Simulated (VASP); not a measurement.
Here is a VASP 6.6.1 calculation.

Contents of INCAR:

```
PREC = Accurate ; ENCUT = 520
EDIFF = 1E-6 ; ISMEAR = 0
SIGMA = 0.6 ; LREAL = False
LASPH = True ; NELM = 80
ALGO = Normal ; ISIF = 2
LWAVE = False ; LCHARG = False
GGA = CA ; NBANDS = 12
```

The input KPOINTS:

```
regular mesh
0
Gamma
  11 11 11
```

File POSCAR:

```
Hg
1.0
    1.7463233735      1.0082402698      2.1478810803
   -1.7463233735      1.0082402698      2.1478810803
    0.0000000000     -2.0164805396      2.1478810803
Hg
1
Direct
    0.0000000000      1.0000000000      0.0000000000
```

Potentials or basis: VASP PAW LDA potentials, release 64 (Hg).

The run is started by

```bash
$ cat potpaw_LDA.64/Hg/POTCAR > POTCAR
$ mpirun -np 1 vasp_std > vasp.out
```

Question: What does it give for the pressure?

Answer: 0.7 GPa.

Question: Predict the band gap on the k mesh.

Answer: Zero (bands 6 and 7 overlap by 2.76 eV).

Stress tensor (GPa, compression positive):
```
0.65 0.00 0.00
0.00 0.65 0.00
0.00 0.00 0.79
```

Caveat: so wide a smearing shifts energies and pressures; spin-orbit coupling is left out, which moves the levels of the heavy elements.
